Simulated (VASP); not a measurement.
Input of a VASP 6.6.1 run:

The input INCAR:

```
SYSTEM = PbSe
PREC     = Accurate       ! precision mode
ENCUT    = 520            ! plane-wave cutoff, eV
EDIFF    = 1E-6           ! SCF threshold, eV
ISMEAR   = -1             ! smearing method
SIGMA    = 0.05           ! smearing width, eV
LREAL    = .FALSE.        ! projectors in reciprocal space
LASPH    = .TRUE.         ! aspherical terms in the spheres
NELM     = 60             ! most SCF steps
ALGO     = Normal         ! electronic algorithm
ISIF     = 2              ! what is computed and relaxed
LWAVE    = .FALSE.        ! write WAVECAR
LCHARG   = .TRUE.         ! write CHGCAR
GGA      = CA             ! functional
LELF     = .TRUE.         ! ELF
LVHAR    = .TRUE.       
NBANDS   = 28             ! bands
```

Contents of KPOINTS:

```
regular mesh
0
G
  6 6 3
  0 0 0
```

The input POSCAR:

```
PbSe
1.0
    4.3247648758      0.0000000000      0.0000000000
   -0.0101005360      4.3247530808      0.0000000000
   -2.1573321698     -2.1623765405     11.7558159939
Pb Se
2 2
Direct
    0.8068400000      0.8073040000      0.6184430000
    0.1854540000      0.1998100000      0.3823760000
    0.2873320000      0.3231460000      0.6231940000
    0.6842660000      0.6998950000      0.3779650000
```

Potentials or basis: VASP PAW LDA potentials, release 64 (Pb_d, Se).

Run with:

```bash
$ cat potpaw_LDA.64/Pb_d/POTCAR potpaw_LDA.64/Se/POTCAR > POTCAR
$ mpirun -np 1 vasp_std > vasp.out
```

Task: What does it give for the band gap on the k mesh?

Result: 1.47 eV, direct.

Task: Estimate the largest force.

Result: 0.279 eV/Å.

Forces on the atoms (eV/Å):
```
Pb  -0.052  0.043 -0.239
Pb   0.015 -0.015  0.263
Se   0.121 -0.031 -0.250
Se  -0.083  0.003  0.225
```

Caveat: spin-orbit coupling is left out, which moves the levels of the heavy elements.
